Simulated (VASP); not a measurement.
# Sr (I4/mmm) in VASP: further runs, part 2 of 2

VASP 6.6.1. Earlier steps stand in the parts before.

## 4. Single point, PBE (strain -0.050 along x and y, -0.025 along z)

INCAR

```
SYSTEM = Sr
PREC = Accurate ; ENCUT = 520
EDIFF = 1E-6 ; ISMEAR = 0
SIGMA = 0.15 ; LREAL = .False.
LASPH = .True. ; NELM = 80
ALGO = Normal ; ISIF = 2
LWAVE = .False. ; LCHARG = .False.
GGA = PE ; NBANDS = 11
```

KPOINTS

```
Automatic mesh
0
Gamma
  14 14 14
  0 0 0
```

POSCAR

```
Sr
1.0
    0.0000000000      2.8902325000      2.9662912500
    2.8902325000      0.0000000000      2.9662912500
    2.8902325000      2.8902325000      0.0000000000
Sr
1
Direct
    0.0000000000      0.0000000000      0.0000000000
```

Run with:

```
$ cat potpaw_PBE.64/Sr_sv/POTCAR > POTCAR
$ mpirun -np 1 vasp_std > vasp.out
```

Wall time 75 s (1 thread of Intel Xeon 6975P-C (Granite Rapids), shared host); peak memory 0.27 GiB.

Results (log left out):

* Free energy: -1.6227 eV
* Pressure: 1.4 GPa
* Band gap on the k mesh: 0.03 eV, indirect (least direct gap 0.16 eV)

Stress tensor (GPa, compression positive):
```
1.47 0.00 0.00
0.00 1.47 0.00
0.00 0.00 1.32
```

Levels at points of the mesh, in eV from the valence-band top:
| k point | band 3 | band 4 | band 5 | band 6 | band 7 | band 8 |
| --- | --- | --- | --- | --- | --- | --- |
| (0.00, 0.00, 0.00) | -18.30 | -18.30 | -3.81 | 2.35 | 2.50 | 2.50 |
| (0.50, 0.00, 0.00) | -18.34 | -18.33 | -1.18 | 0.21 | 2.17 | 2.36 |
| (0.50, 0.50, 0.00) | -18.39 | -18.39 | -0.82 | 0.29 | 1.14 | 5.28 |
| (0.50, 0.00, 0.50) | -18.41 | -18.40 | -0.76 | 0.22 | 1.38 | 5.24 |

Caveat: the cell differs from its parent crystal (strain -0.050 along x and y, -0.025 along z). A k mesh can miss the band edges.

## 5. Single point, PBE (strain -0.050 along x and y, +0.000 along z)

INCAR

```
SYSTEM = Sr
ALGO = Fast
EDIFF = 1E-6
ENCUT = 520
GGA = PE
ISIF = 2
ISMEAR = 0
LASPH = .TRUE.
LCHARG = .TRUE.
LELF = .TRUE.
LREAL = .FALSE.
LVHAR = .TRUE.
LWAVE = .FALSE.
NBANDS = 11
NELM = 80
PREC = Accurate
SIGMA = 0.15
```

KPOINTS

```
k-points
0
G
  14 14 14
  0 0 0
```

POSCAR

```
Sr
1.0
    0.0000000000      2.8902325000      3.0423500000
    2.8902325000      0.0000000000      3.0423500000
    2.8902325000      2.8902325000      0.0000000000
Sr
1
Direct
    0.0000000000      0.0000000000      0.0000000000
```

Potentials or basis: VASP PAW PBE potentials, release 64 (Sr_sv).

Run with:

```
$ cat potpaw_PBE.64/Sr_sv/POTCAR > POTCAR
$ mpirun -np 1 vasp_std > vasp.out
```

OUTCAR:

```text
SYSTEM = Sr
   EDIFF = 1E-6
   ENCUT = 520
   GGA = PE
   ISIF = 2
   ISMEAR = 0
   LASPH = .TRUE.
   LREAL = .FALSE.
   NELM = 80
   PREC = Accurate

 ion  position               nearest neighbor table
   1  0.000  0.000  0.000-

  LATTYP: Found a body centered tetragonal cell.
 ALAT       =     4.0874059999
 C/A-ratio  =     1.4886458551

  Lattice vectors:

 A1 = (  -2.8902325000,   0.0000000000,   3.0423500000)
 A2 = (   2.8902325000,   0.0000000000,   3.0423500000)
 A3 = (   0.0000000000,   2.8902325000,  -3.0423500000)

Analysis of symmetry for initial positions (statically):
=====================================================================
 Subroutine PRICEL returns:
 Original cell was already a primitive cell.

 Routine SETGRP: Setting up the symmetry group for a
 body centered tetragonal supercell.

 Subroutine GETGRP returns: Found 16 space group operations
 (whereof 16 operations were pure point group operations)
 out of a pool of 16 trial point group operations.

The static configuration has the point symmetry D_4h.

Analysis of symmetry for dynamics (positions and initial velocities):
=====================================================================
 Subroutine PRICEL returns:
 Original cell was already a primitive cell.

 Routine SETGRP: Setting up the symmetry group for a
 body centered tetragonal supercell.

 Subroutine GETGRP returns: Found 16 space group operations
 (whereof 16 operations were pure point group operations)
 out of a pool of 16 trial point group operations.

The dynamic configuration has the point symmetry D_4h.

 Subroutine INISYM returns: Found 16 space group operations
 (whereof 16 operations are pure point group operations),
 and found     1 'primitive' translations

----------------------------------------------------------------------------------------

[... 109 lines left out ...]
     AMIX     =   0.40;   BMIX     =  1.00
     AMIX_MAG =   1.60;   BMIX_MAG =  1.00
  volume/ion in A,a.u.               =      50.83       343.01
  Fermi-wavevector in a.u.,A,eV,Ry     =   0.952153  1.799308 12.334970  0.906595
  Thomas-Fermi vector in A             =   2.080689
   LORBIT       =      0    0 simple, 1 ext, 2 COOP (PROOUT), +10 PAW based schemes
   GGA     = PE    functional components
   LHFCALC =     F    Hartree Fock is set to
   AEXX    =    0.0000 exact exchange contribution
   IVDW    =     0    specifies the selected vdW correction
   LEPSILON=     F    determine dielectric tensor
   LRPA    =     F    only Hartree local field effects (RPA)
 non-spin polarized calculation
 RMM-DIIS sequential band-by-band and
 Gauss-broadening in eV      SIGMA  =   0.15
  energy-cutoff  :      520.00
  volume of cell :       50.83
 maximum number of plane-waves:      1389
   NGX = 15   NGY = 15   NGZ = 15

 number of electron      10.0000000 magnetization

 Free energy of the ion-electron system (eV)
  ---------------------------------------------------
  ext. energy  EPLUGINS =         0.00000000
  ---------------------------------------------------
  free energy    TOTEN  =        -1.63116081 eV

  energy without entropy =       -1.61898568  energy(sigma->0) =       -1.62507324

 E-fermi :   1.8749     XC(G=0):  -7.5924

 val. band max:        1.8606195791   @ k =  -0.2857   0.4286   0.2857
 cond. band min:       1.8808465323   @ k =  -0.3571   0.1429   0.2857
 fundamental gap:      0.0202269532
 Fermi energy:         1.8748663111

 k-point     1 :       0.0000    0.0000    0.0000
  band No.  band energies     occupation
      1     -34.6089      2.00000
      2     -16.4847      2.00000
      3     -16.4773      2.00000
      4     -16.4773      2.00000
      5      -1.9011      2.00000
      6       4.1054      0.00000
      7       4.3969      0.00000
      8       4.3969      0.00000
      9       5.6219      0.00000
     10       6.1173      0.00000
     11       9.2341      0.00000
[... 309 lines left out ...]
 k-point    24 :       0.2857    0.1429    0.0000
  band No.  band energies     occupation
      1     -34.5978      2.00000
      2     -16.6056      2.00000
      3     -16.5137      2.00000
      4     -16.5064      2.00000
      5      -0.7511      2.00000
      6       3.0819      0.00000
      7       3.9927      0.00000
      8       4.8541      0.00000
      9       5.3049      0.00000
     10       6.4257      0.00000
     11       9.7746      0.00000

 [... further k-points ...]
[... 5 lines left out ...]
  --------------------------------------------------------------------------------------
  -------------------------------------------------------------------------------------
  Total        0.3592442      0.3592442      0.2510955      0.0000000      0.0000000     -0.0000000
  in kB       11.3238878     11.3238878      7.9148867      0.0000000      0.0000000     -0.0000000
  external PRESSURE =      10.1875541 kB  Pullay stress =       0.0000000 kB

 VOLUME and BASIS-vectors are now :
 -----------------------------------------------------------------------------
  energy-cutoff  :      520.00
  volume of cell :       50.83
      direct lattice vectors                 reciprocal lattice vectors
     0.000000000  2.890232500  3.042350000    -0.172996463  0.172996463  0.164346640
     2.890232500  0.000000000  3.042350000     0.172996463 -0.172996463  0.164346640
     2.890232500  2.890232500  0.000000000     0.172996463  0.172996463 -0.164346640

 POSITION                                       TOTAL-FORCE (eV/Angst)
 -----------------------------------------------------------------------------------
      0.00000      0.00000      0.00000        -0.000000      0.000000      0.000000
 -----------------------------------------------------------------------------------
    total drift:                               -0.000000     -0.000000     -0.000000

  FREE ENERGIE OF THE ION-ELECTRON SYSTEM (eV)
  ---------------------------------------------------
  free  energy   TOTEN  =        -1.6311608078 eV

  energy  without entropy=       -1.6189856752  energy(sigma->0) =       -1.62507324
```

Run time: 98 s. Hardware: 1 thread of Intel Xeon 6975P-C (Granite Rapids), shared host; peak memory 0.27 GiB.

Results:

| Quantity | Value |
| --- | --- |
| Free energy | -1.6312 eV |
| Pressure | 1.0 GPa |
| Band gap on the k mesh | zero (band 5 reaches 1.89 eV, above the bottom of band 6 at 1.88 eV) |

Stress tensor (GPa, compression positive):
```
1.13 0.00 0.00
0.00 1.13 0.00
0.00 0.00 0.79
```

Levels at points of the mesh, in eV from the Fermi level:
```tsv
k point	band 3	band 4	band 5	band 6	band 7	band 8
(0.00, 0.00, 0.00)	-18.35	-18.35	-3.78	2.23	2.52	2.52
(0.50, 0.00, 0.00)	-18.40	-18.38	-1.17	0.16	2.06	2.43
(0.50, 0.50, 0.00)	-18.43	-18.43	-0.83	0.35	0.93	5.20
(0.50, 0.00, 0.50)	-18.47	-18.44	-0.71	0.23	1.39	5.08
```

Caveat: the cell differs from its parent crystal (strain -0.050 along x and y, +0.000 along z).

## 6. Single point, PBE (strain -0.025 along x and y, -0.050 along z)

INCAR

```
PREC     = Accurate       # precision mode
ENCUT    = 520            # plane-wave cutoff, eV
EDIFF    = 1E-7           # SCF threshold, eV
ISMEAR   = 0              # smearing method
SIGMA    = 0.15           # smearing width, eV
LREAL    = F              # projectors in reciprocal space
LASPH    = T              # aspherical terms in the spheres
NELM     = 60             # most SCF steps
ALGO     = Normal         # electronic algorithm
ISIF     = 2              # what is computed and relaxed
LWAVE    = F              # write WAVECAR
LCHARG   = F              # write CHGCAR
GGA      = PE             # functional
NBANDS   = 11             # bands
```

KPOINTS

```
Automatic mesh
0
Gamma
  14 14 14
```

POSCAR

```
Sr
1.0
    0.0000000000      2.9662912500      2.8902325000
    2.9662912500      0.0000000000      2.8902325000
    2.9662912500      2.9662912500      0.0000000000
Sr
1
Direct
    0.0000000000      0.0000000000      0.0000000000
```

Potentials or basis: VASP PAW PBE potentials, release 64 (Sr_sv).

Run with:

```
$ cat potpaw_PBE.64/Sr_sv/POTCAR > POTCAR
$ mpirun -np 1 vasp_std > vasp.out
```

It took 73 s on 1 thread of Intel Xeon 6975P-C (Granite Rapids), shared host; peak memory 0.27 GiB.

The run converged. Its results:

| Property | Result |
| --- | --- |
| Free energy | -1.6327 eV |
| Pressure | 1.0 GPa |

Stress tensor (GPa, compression positive):
```
0.98 0.00 0.00
0.00 0.98 0.00
0.00 0.00 1.09
```

Levels at points of the mesh, in eV from the Fermi level:
| k point | band 2 | band 3 | band 4 | band 5 | band 6 | band 7 | band 8 | band 9 |
| --- | --- | --- | --- | --- | --- | --- | --- | --- |
| (0.00, 0.00, 0.00) | -18.36 | -18.36 | -18.35 | -3.78 | 2.37 | 2.37 | 2.51 | 3.89 |
| (0.50, 0.00, 0.00) | -18.61 | -18.40 | -18.38 | -1.17 | 0.16 | 2.15 | 2.33 | 5.09 |
| (0.50, 0.50, 0.00) | -18.60 | -18.46 | -18.46 | -0.70 | 0.22 | 1.39 | 5.14 | 5.48 |
| (0.50, 0.00, 0.50) | -18.60 | -18.45 | -18.44 | -0.77 | 0.29 | 1.15 | 5.15 | 5.39 |

Caveat: the cell differs from its parent crystal (strain -0.025 along x and y, -0.050 along z).

## 7. Summary

| cell | gap on the mesh (eV) | pressure (GPa) |
| --- | --- | --- |
| a = 4.464, b = 4.464, c = 4.410 Å, angles 60.4, 60.4, 59.2°, 1 atom | none | -1.2 |
| a = 4.464, b = 4.464, c = 4.518 Å, angles 59.6, 59.6, 60.8°, 1 atom | none | -1.4 |
| a = 4.142, b = 4.142, c = 4.087 Å, angles 60.4, 60.4, 59.1°, 1 atom | 0.03 | 1.4 |
| a = 4.196, b = 4.196, c = 4.087 Å, angles 60.9, 60.9, 58.3°, 1 atom | none | 1.0 |
| a = 4.142, b = 4.142, c = 4.195 Å, angles 59.6, 59.6, 60.9°, 1 atom | - | 1.0 |

Alike in all rows: task single point; level PBE; potentials or basis VASP PAW PBE potentials, release 64 (Sr_sv); no spin polarisation; k mesh 14 × 14 × 14; cutoff (eV) 520; smearing gaussian 0.15 eV.

Absolute energies hang on the potentials; compare differences alone.
